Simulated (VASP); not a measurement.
# BiP (Pm-3m) in VASP: a series of runs

BiP is run at these levels: r2SCAN; tasks: single point.

Everything below comes from runs of VASP 6.6.1. Logs are shortened: lines on timing, memory, paths and dates and some standing lists are left out, and cuts for length are marked.

## 1. The cell of the first run

It takes space group Pm-3m (No. 221, cubic). The conventional cell has a = 3.574 Å, b = 3.574 Å, c = 3.574 Å, α = 90.00°, β = 90.00°, γ = 90.00°. Bi (site symmetry m-3m) has 8 P at 3.09 Å and 6 Bi at 3.57 Å within 4.1 Å. Within 4.1 Å of P (site symmetry m-3m) lie 8 Bi at 3.09 Å and 6 P at 3.57 Å.

## 2. Single point, r2SCAN (22.82 Å³/atom)

Contents of POSCAR:

```
BiP
1.0
    3.5737580947      0.0000000000      0.0000000000
    0.0000000000      3.5737580947      0.0000000000
    0.0000000000      0.0000000000      3.5737580947
Bi P
1 1
Direct
    0.0000000000      0.0000000000      0.0000000000
    0.5000000000      0.5000000000      0.5000000000
```

Contents of INCAR.step1:

```
PREC = Accurate ; ENCUT = 520
ISMEAR = 0 ; SIGMA = 0.05
LREAL = False ; LASPH = True
NELM = 60 ; NBANDS = 17
GGA = PE ; ALGO = Normal
EDIFF = 1E-4 ; LWAVE = True
LCHARG = False
```

Contents of INCAR.step2:

```
PREC = Accurate ; ENCUT = 520
EDIFF = 1E-6 ; ISMEAR = 0
SIGMA = 0.05 ; LREAL = False
LASPH = True ; NELM = 60
ALGO = Normal ; ISIF = 2
LWAVE = False ; LCHARG = True
METAGGA = R2SCAN ; LMIXTAU = True
LELF = True ; LVHAR = True
NBANDS = 17 ; ISTART = 1
```

Contents of KPOINTS:

```
Automatic mesh
0
Gamma
  10 10 10
```

Potentials or basis: VASP PAW PBE potentials, release 64 (Bi_d, P).

Launch:

```console
$ cat potpaw_PBE.64/Bi_d/POTCAR potpaw_PBE.64/P/POTCAR > POTCAR
$ cp INCAR.step1 INCAR
$ mpirun -np 1 vasp_std > vasp.out
$ cp INCAR.step2 INCAR
$ mpirun -np 1 vasp_std > vasp.out
```

OUTCAR:

```text
PREC = Accurate
   ENCUT = 520
   EDIFF = 1E-6
   ISMEAR = 0
   LREAL = False
   LASPH = True
   NELM = 60
   ISIF = 2
   METAGGA = R2SCAN
   ISTART = 1

 ion  position               nearest neighbor table
   1  0.000  0.000  0.000-   2 3.09   2 3.09   2 3.09   2 3.09   2 3.09   2 3.09   2 3.09   2 3.09

   2  0.500  0.500  0.500-   1 3.09   1 3.09   1 3.09   1 3.09   1 3.09   1 3.09   1 3.09   1 3.09

  LATTYP: Found a simple cubic cell.
 ALAT       =     3.5737580947

  Lattice vectors:

 A1 = (   3.5737580947,   0.0000000000,   0.0000000000)
 A2 = (   0.0000000000,   3.5737580947,   0.0000000000)
 A3 = (   0.0000000000,   0.0000000000,   3.5737580947)

Analysis of symmetry for initial positions (statically):
=====================================================================
 Subroutine PRICEL returns:
 Original cell was already a primitive cell.

 Routine SETGRP: Setting up the symmetry group for a
 simple cubic supercell.

 Subroutine GETGRP returns: Found 48 space group operations
 (whereof 48 operations were pure point group operations)
 out of a pool of 48 trial point group operations.

The static configuration has the point symmetry O_h .

Analysis of symmetry for dynamics (positions and initial velocities):
=====================================================================
 Subroutine PRICEL returns:
 Original cell was already a primitive cell.

 Routine SETGRP: Setting up the symmetry group for a
 simple cubic supercell.

 Subroutine GETGRP returns: Found 48 space group operations
 (whereof 48 operations were pure point group operations)
 out of a pool of 48 trial point group operations.

The dynamic configuration has the point symmetry O_h .

 Subroutine INISYM returns: Found 48 space group operations
 (whereof 48 operations are pure point group operations),
 and found     1 'primitive' translations

----------------------------------------------------------------------------------------

                                     Primitive cell

  volume of cell :      45.6431

  direct lattice vectors                    reciprocal lattice vectors
     3.573758095  0.000000000  0.000000000     0.279817484  0.000000000  0.000000000
     0.000000000  3.573758095  0.000000000     0.000000000  0.279817484  0.000000000
     0.000000000  0.000000000  3.573758095     0.000000000  0.000000000  0.279817484

  length of vectors
     3.573758095  3.573758095  3.573758095     0.279817484  0.279817484  0.279817484

  position of ions in fractional coordinates (direct lattice)
     0.000000000  0.000000000  0.000000000
     0.500000000  0.500000000  0.500000000

  ion indices of the primitive-cell ions
   primitive index   ion index
                 1           1
                 2           2

----------------------------------------------------------------------------------------

 KPOINTS: Automatic mesh

Automatic generation of k-mesh.
 Grid dimensions read from file:
 generate k-points for:   10   10   10

 Generating k-lattice:

  Cartesian coordinates                     Fractional coordinates (reciprocal lattice)
     0.027981748  0.000000000  0.000000000     0.100000000  0.000000000  0.000000000
     0.000000000  0.027981748  0.000000000     0.000000000  0.100000000  0.000000000
     0.000000000  0.000000000  0.027981748     0.000000000  0.000000000  0.100000000

  Length of vectors
     0.027981748  0.027981748  0.027981748

  Shift w.r.t. Gamma in fractional coordinates (k-lattice)
     0.000000000  0.000000000  0.000000000

 Subroutine IBZKPT returns following result:
 ===========================================

 Found     56 irreducible k-points:

 Following reciprocal coordinates:
            Coordinates               Weight
  0.000000  0.000000  0.000000      1.000000
  0.100000  0.000000  0.000000      6.000000
  0.200000  0.000000  0.000000      6.000000
  0.300000  0.000000  0.000000      6.000000
  0.400000  0.000000  0.000000      6.000000
  0.500000  0.000000  0.000000      3.000000
[... 16 lines left out ...]
  0.200000  0.100000  0.100000     24.000000
  0.300000  0.100000  0.100000     24.000000
 [... further k-points ...]
   k-points           NKPTS =     56   k-points in BZ     NKDIM =     56   number of bands    NBANDS=     17
   number of dos      NEDOS =    301   number of ions     NIONS =      2
   total plane-waves  NPLWV =  21952
   dimension x,y,z NGX =    28 NGY =   28 NGZ =   28
   dimension x,y,z NGXF=    56 NGYF=   56 NGZF=   56
   ions per type =               1   1
   NGX,Y,Z   is equivalent  to a cutoff of  13.03, 13.03, 13.03 a.u.
   NGXF,Y,Z  is equivalent  to a cutoff of  26.05, 26.05, 26.05 a.u.
 SYSTEM =  unknown system
   PREC   = accura    normal or accurate (medium, high low for compatibility)
   ISTART =      1    job   : 0-new  1-cont  2-samecut
   ICHARG =      0    charge: 1-file 2-atom 10-const
   ISPIN  =      1    spin polarized calculation?
   LNONCOLLINEAR =      F non collinear calculations
[... 100 lines left out ...]
      3     -15.6654      2.00000
      4     -15.6654      2.00000
      5     -15.6371      2.00000
      6      -5.5069      2.00000
[... 9 lines left out ...]
     16      17.9992      0.00000
     17      20.4681      0.00000

 k-point     5 :       0.4000    0.0000    0.0000
  band No.  band energies     occupation
      1     -15.7798      2.00000
      2     -15.6792      2.00000
      3     -15.6751      2.00000
      4     -15.6751      2.00000
      5     -15.6361      2.00000
      6      -4.7299      2.00000
[... 9 lines left out ...]
     16      19.9934      0.00000
     17      20.4973      0.00000

 k-point     6 :       0.5000    0.0000    0.0000
  band No.  band energies     occupation
      1     -15.7792      2.00000
      2     -15.6789      2.00000
      3     -15.6789      2.00000
      4     -15.6680      2.00000
      5     -15.6357      2.00000
      6      -4.0933      2.00000
[... 9 lines left out ...]
     16      20.5088      0.00000
     17      22.0955      0.00000

 k-point     7 :       0.1000    0.1000    0.0000
  band No.  band energies     occupation
      1     -15.7787      2.00000
      2     -15.7679      2.00000
      3     -15.6474      2.00000
      4     -15.6433      2.00000
      5     -15.6429      2.00000
      6      -6.3281      2.00000
[... 9 lines left out ...]
     16      19.4618      0.00000
     17      19.6550      0.00000

 k-point     8 :       0.2000    0.1000    0.0000
  band No.  band energies     occupation
      1     -15.7752      2.00000
      2     -15.7406      2.00000
      3     -15.6577      2.00000
      4     -15.6529      2.00000
      5     -15.6420      2.00000
      6      -5.9728      2.00000
[... 9 lines left out ...]
     16      19.0895      0.00000
     17      19.1313      0.00000
[... 203 lines left out ...]
      1     -15.7277      2.00000
      2     -15.7251      2.00000
      3     -15.6701      2.00000
      4     -15.6696      2.00000
      5     -15.6169      2.00000
      6      -3.1607      2.00000
[... 9 lines left out ...]
     16      17.3394      0.00000
     17      17.7805      0.00000

 k-point    20 :       0.5000    0.4000    0.0000
  band No.  band energies     occupation
      1     -15.7304      2.00000
      2     -15.7249      2.00000
      3     -15.6734      2.00000
      4     -15.6693      2.00000
      5     -15.6075      2.00000
      6      -2.7813      2.00000
[... 9 lines left out ...]
     16      16.9484      0.00000
     17      17.1165      0.00000

 k-point    21 :       0.5000    0.5000    0.0000
  band No.  band energies     occupation
      1     -15.7358      2.00000
      2     -15.7219      2.00000
      3     -15.6728      2.00000
      4     -15.6728      2.00000
      5     -15.5983      2.00000
      6      -2.5570      2.00000
[... 9 lines left out ...]
     16      16.6281      0.00000
     17      16.6281      0.00000

 k-point    22 :       0.1000    0.1000    0.1000
  band No.  band energies     occupation
      1     -15.7674      2.00000
      2     -15.7674      2.00000
      3     -15.6475      2.00000
      4     -15.6467      2.00000
      5     -15.6467      2.00000
      6      -6.2092      2.00000
[... 9 lines left out ...]
     16      19.5222      0.00000
     17      19.5222      0.00000

 k-point    23 :       0.2000    0.1000    0.1000
  band No.  band energies     occupation
      1     -15.7660      2.00000
      2     -15.7379      2.00000
      3     -15.6576      2.00000
      4     -15.6568      2.00000
      5     -15.6458      2.00000
      6      -5.8550      2.00000
[... 9 lines left out ...]
     16      18.8033      0.00000
     17      19.5744      0.00000

 k-point    24 :       0.3000    0.1000    0.1000
  band No.  band energies     occupation
      1     -15.7643      2.00000
      2     -15.7015      2.00000
      3     -15.6703      2.00000
      4     -15.6692      2.00000
      5     -15.6445      2.00000
      6      -5.2754      2.00000
[... 9 lines left out ...]
     16      18.4798      0.00000
     17      18.8870      0.00000

 [... further k-points ...]

------------------------ aborting loop because EDIFF is reached ----------------------------------------

  FORCE on cell =-STRESS in cart. coord.  units (eV):
  Direction    XX          YY          ZZ          XY          YZ          ZX
  --------------------------------------------------------------------------------------
  -------------------------------------------------------------------------------------
  Total        0.0028962      0.0028962      0.0028962      0.0000000      0.0000000     -0.0000000
  in kB        0.1016635      0.1016635      0.1016635      0.0000000      0.0000000     -0.0000000
  external PRESSURE =       0.1016635 kB  Pullay stress =       0.0000000 kB

 VOLUME and BASIS-vectors are now :
 -----------------------------------------------------------------------------
  energy-cutoff  :      520.00
  volume of cell :       45.64
      direct lattice vectors                 reciprocal lattice vectors
     3.573758095  0.000000000  0.000000000     0.279817484  0.000000000  0.000000000
     0.000000000  3.573758095  0.000000000     0.000000000  0.279817484  0.000000000
     0.000000000  0.000000000  3.573758095     0.000000000  0.000000000  0.279817484

 POSITION                                       TOTAL-FORCE (eV/Angst)
 -----------------------------------------------------------------------------------
      0.00000      0.00000      0.00000         0.000000      0.000000      0.000000
      1.78688      1.78688      1.78688         0.000000      0.000000      0.000000
 -----------------------------------------------------------------------------------
    total drift:                               -0.000000      0.000000     -0.000000

  FREE ENERGIE OF THE ION-ELECTRON SYSTEM (eV)
  ---------------------------------------------------
  free  energy   TOTEN  =       -66.3946851099 eV

  energy  without entropy=      -66.3933435431  energy(sigma->0) =      -66.39401433
```

Run time: 55 s. Hardware: 1 thread of Intel Xeon 6975P-C (Granite Rapids), shared host; peak memory 0.18 GiB.

What came out:

- Free energy: -66.3947 eV
- Pressure: 0.0 GPa
- Band gap on the k mesh: zero (bands 10 and 11 overlap by 3.27 eV)

Caveat: the PAW data sets were made with another functional, which shifts forces and pressure a little; spin-orbit coupling is left out, which moves the levels of the heavy elements.

## 3. Single point, r2SCAN

POSCAR is that of step 2.

Contents of INCAR.step1:

```
SYSTEM = BiP
PREC = Accurate
ENCUT = 520
ISMEAR = 0
SIGMA = 0.05
LREAL = .FALSE.
LASPH = .TRUE.
NELM = 100
NBANDS = 17
GGA = PE
ALGO = Normal
EDIFF = 1E-4
LWAVE = .TRUE.
LCHARG = .FALSE.
```

Contents of INCAR.step2:

```
SYSTEM = BiP
PREC = Accurate
ENCUT = 520
EDIFF = 1E-7
ISMEAR = 0
SIGMA = 0.05
LREAL = .FALSE.
LASPH = .TRUE.
NELM = 100
ALGO = Normal
ISIF = 2
LWAVE = .FALSE.
LCHARG = .FALSE.
METAGGA = R2SCAN
LMIXTAU = .TRUE.
NBANDS = 17
ISTART = 1
```

Contents of KPOINTS:

```
regular mesh
0
G
  10 10 10
  0 0 0
```

Potentials or basis: VASP PAW PBE potentials, release 64 (Bi_d, P).

Launch:

```console
$ cat potpaw_PBE.64/Bi_d/POTCAR potpaw_PBE.64/P/POTCAR > POTCAR
$ cp INCAR.step1 INCAR
$ mpirun -np 1 vasp_std > vasp.out
$ cp INCAR.step2 INCAR
$ mpirun -np 1 vasp_std > vasp.out
```

It took 66 s on 1 thread of Intel Xeon 6975P-C (Granite Rapids), shared host; peak memory 0.18 GiB.

Results (log left out):

```yaml
Free_energy: -66.3947 eV
Pressure: 0.0 GPa
Band_gap_on_the_k_mesh: zero (bands 10 and 11 overlap by 3.27 eV)
```

Levels at points of the mesh, in eV from the Fermi level:
```tsv
k point	band 8	band 9	band 10	band 11	band 12	band 13
(0.00, 0.00, 0.00)	-2.09	-2.09	-2.09	4.26	4.26	6.30
(0.50, 0.00, 0.00)	-0.19	0.04	0.18	0.18	1.88	1.88
(0.50, 0.50, 0.00)	-5.93	-5.93	0.64	3.77	4.31	4.31
(0.50, 0.50, 0.50)	-2.75	-2.75	-2.75	-2.63	-2.63	-2.63
```

Caveat: the PAW data sets were made with another functional, which shifts forces and pressure a little; spin-orbit coupling is left out, which moves the levels of the heavy elements.

## 4. Single point, r2SCAN

POSCAR is that of step 3.

Contents of INCAR.step1:

```
SYSTEM = BiP
PREC     = Accurate       ! precision mode
ENCUT    = 520            ! plane-wave cutoff, eV
ISMEAR   = -4             ! smearing method
SIGMA    = 0.1            ! smearing width, eV
LREAL    = .FALSE.        ! projectors in reciprocal space
LASPH    = .TRUE.         ! aspherical terms in the spheres
NELM     = 60             ! most SCF steps
NBANDS   = 17             ! bands
GGA      = PE             ! functional
ALGO     = Normal         ! electronic algorithm
EDIFF    = 1E-4           ! SCF threshold, eV
LWAVE    = .TRUE.         ! write WAVECAR
LCHARG   = .FALSE.        ! write CHGCAR
```

Contents of INCAR.step2:

```
SYSTEM = BiP
PREC     = Accurate       ! precision mode
ENCUT    = 520            ! plane-wave cutoff, eV
EDIFF    = 1E-7           ! SCF threshold, eV
ISMEAR   = -4             ! smearing method
SIGMA    = 0.1            ! smearing width, eV
LREAL    = .FALSE.        ! projectors in reciprocal space
LASPH    = .TRUE.         ! aspherical terms in the spheres
NELM     = 60             ! most SCF steps
ALGO     = Normal         ! electronic algorithm
ISIF     = 2              ! what is computed and relaxed
LWAVE    = .FALSE.        ! write WAVECAR
LCHARG   = .TRUE.         ! write CHGCAR
METAGGA  = R2SCAN         ! meta-GGA
LMIXTAU  = .TRUE.       
LELF     = .TRUE.         ! ELF
LVHAR    = .TRUE.       
NBANDS   = 17             ! bands
ISTART   = 1
```

KPOINTS is that of step 3.

Launch:

```console
$ cat potpaw_PBE.64/Bi_d/POTCAR potpaw_PBE.64/P/POTCAR > POTCAR
$ cp INCAR.step1 INCAR
$ mpirun -np 1 vasp_std > vasp.out
$ cp INCAR.step2 INCAR
$ mpirun -np 1 vasp_std > vasp.out
```

Run time: 57 s. Hardware: 1 thread of Intel Xeon 6975P-C (Granite Rapids), shared host; peak memory 0.18 GiB.

Results (log left out):

```
Free energy            : -66.2527 eV
Pressure               : 0.8 GPa
Band gap on the k mesh : zero (bands 10 and 11 overlap by 3.31 eV)
```

Levels at points of the mesh, in eV from the Fermi level:
| k point | band 7 | band 8 | band 9 | band 10 | band 11 | band 12 | band 13 | band 14 |
| --- | --- | --- | --- | --- | --- | --- | --- | --- |
| (0.00, 0.00, 0.00) | -6.75 | -2.01 | -2.01 | -2.01 | 4.33 | 4.33 | 6.36 | 6.36 |
| (0.50, 0.00, 0.00) | -11.18 | -0.11 | 0.10 | 0.27 | 0.27 | 1.93 | 1.93 | 5.90 |
| (0.50, 0.50, 0.00) | -9.58 | -5.86 | -5.86 | 0.73 | 3.82 | 4.38 | 4.38 | 7.34 |
| (0.50, 0.50, 0.50) | -8.87 | -2.67 | -2.67 | -2.67 | -2.57 | -2.57 | -2.57 | 16.25 |

Caveat: the PAW data sets were made with another functional, which shifts forces and pressure a little; spin-orbit coupling is left out, which moves the levels of the heavy elements.

## 5. Single point, r2SCAN

POSCAR is that of step 4.

Contents of INCAR.step1:

```
PREC = Accurate
ENCUT = 520
ISMEAR = -5
SIGMA = 0.1
LREAL = F
LASPH = T
NELM = 100
NBANDS = 17
GGA = PE
ALGO = Normal
EDIFF = 1E-4
LWAVE = T
LCHARG = F
```

Contents of INCAR.step2:

```
PREC = Accurate
ENCUT = 520
EDIFF = 1E-7
ISMEAR = -5
SIGMA = 0.1
LREAL = F
LASPH = T
NELM = 100
ALGO = Normal
ISIF = 2
LWAVE = F
LCHARG = T
METAGGA = R2SCAN
LMIXTAU = T
LELF = T
LVHAR = T
NBANDS = 17
ISTART = 1
```

Contents of KPOINTS:

```
Automatic mesh
0
Gamma
  10 10 10
```

Launch:

```console
$ cat potpaw_PBE.64/Bi_d/POTCAR potpaw_PBE.64/P/POTCAR > POTCAR
$ cp INCAR.step1 INCAR
$ mpirun -np 1 vasp_std > vasp.out
$ cp INCAR.step2 INCAR
$ mpirun -np 1 vasp_std > vasp.out
```

Run time: 75 s. Hardware: 1 thread of Intel Xeon 6975P-C (Granite Rapids), shared host; peak memory 0.18 GiB.

Results (log left out):

```
Free energy            : -66.3924 eV
Pressure               : 0.3 GPa
Band gap on the k mesh : zero (bands 10 and 11 overlap by 3.29 eV)
```

Levels at points of the mesh, in eV from the Fermi level:
| k point | band 7 | band 8 | band 9 | band 10 | band 11 | band 12 | band 13 | band 14 |
| --- | --- | --- | --- | --- | --- | --- | --- | --- |
| (0.00, 0.00, 0.00) | -6.75 | -2.01 | -2.01 | -2.01 | 4.33 | 4.33 | 6.37 | 6.37 |
| (0.50, 0.00, 0.00) | -11.18 | -0.11 | 0.11 | 0.27 | 0.27 | 1.94 | 1.94 | 5.90 |
| (0.50, 0.50, 0.00) | -9.59 | -5.85 | -5.85 | 0.73 | 3.84 | 4.38 | 4.38 | 7.34 |
| (0.50, 0.50, 0.50) | -8.88 | -2.67 | -2.67 | -2.67 | -2.56 | -2.56 | -2.56 | 16.25 |

Caveat: the PAW data sets were made with another functional, which shifts forces and pressure a little; spin-orbit coupling is left out, which moves the levels of the heavy elements; tetrahedron occupations give inexact forces and stress in metals.

## 6. Single point, r2SCAN

POSCAR is that of step 5.

Contents of INCAR.step1:

```
  ALGO = Normal
  EDIFF = 1E-4
  ENCUT = 520
  GGA = PE
  ISMEAR = 1
  LASPH = True
  LCHARG = False
  LREAL = False
  LWAVE = True
  NBANDS = 17
  NELM = 60
  PREC = Accurate
  SIGMA = 0.001
```

Contents of INCAR.step2:

```
  ALGO = Normal
  EDIFF = 1E-6
  ENCUT = 520
  ISIF = 2
  ISMEAR = 1
  ISTART = 1
  LASPH = True
  LCHARG = False
  LMIXTAU = True
  LREAL = False
  LWAVE = False
  METAGGA = R2SCAN
  NBANDS = 17
  NELM = 60
  PREC = Accurate
  SIGMA = 0.001
```

Contents of KPOINTS:

```
k-points
0
Gamma
  10 10 10
```

Potentials or basis: VASP PAW PBE potentials, release 64 (Bi_d, P).

Launch:

```console
$ cat potpaw_PBE.64/Bi_d/POTCAR potpaw_PBE.64/P/POTCAR > POTCAR
$ cp INCAR.step1 INCAR
$ mpirun -np 1 vasp_std > vasp.out
$ cp INCAR.step2 INCAR
$ mpirun -np 1 vasp_std > vasp.out
```

Run time: 53 s. Hardware: 1 thread of Intel Xeon 6975P-C (Granite Rapids), shared host; peak memory 0.19 GiB.

Results (log left out):

```
Free energy            : -66.3939 eV
Pressure               : 0.0 GPa
Band gap on the k mesh : zero (bands 10 and 11 overlap by 3.27 eV)
```

Levels at points of the mesh, in eV from the Fermi level:
| k point | band 7 | band 8 | band 9 | band 10 | band 11 | band 12 | band 13 | band 14 |
| --- | --- | --- | --- | --- | --- | --- | --- | --- |
| (0.00, 0.00, 0.00) | -6.84 | -2.10 | -2.10 | -2.10 | 4.25 | 4.25 | 6.29 | 6.29 |
| (0.50, 0.00, 0.00) | -11.28 | -0.20 | 0.02 | 0.17 | 0.17 | 1.86 | 1.86 | 5.81 |
| (0.50, 0.50, 0.00) | -9.69 | -5.94 | -5.94 | 0.63 | 3.76 | 4.29 | 4.29 | 7.25 |
| (0.50, 0.50, 0.50) | -8.98 | -2.76 | -2.76 | -2.76 | -2.64 | -2.64 | -2.64 | 16.16 |

Caveat: the PAW data sets were made with another functional, which shifts forces and pressure a little; spin-orbit coupling is left out, which moves the levels of the heavy elements.

## 7. Summary

```csv
smearing,gap on the mesh (eV),pressure (GPa)
gaussian 0.05 eV,none,0.0
tetrahedron,none,0.3
methfessel-paxton 0.001 eV,none,0.0
```

Alike in all rows: task single point; level r2SCAN; potentials or basis VASP PAW PBE potentials, release 64 (Bi_d, P); no spin polarisation; cell as given; k mesh 10 × 10 × 10; cutoff (eV) 520.

Caveats: the PAW data sets were made with another functional, which shifts forces and pressure a little; spin-orbit coupling is left out, which moves the levels of the heavy elements; tetrahedron occupations give inexact forces and stress in metals (at least some runs).

Absolute energies hang on the potentials; compare differences alone.
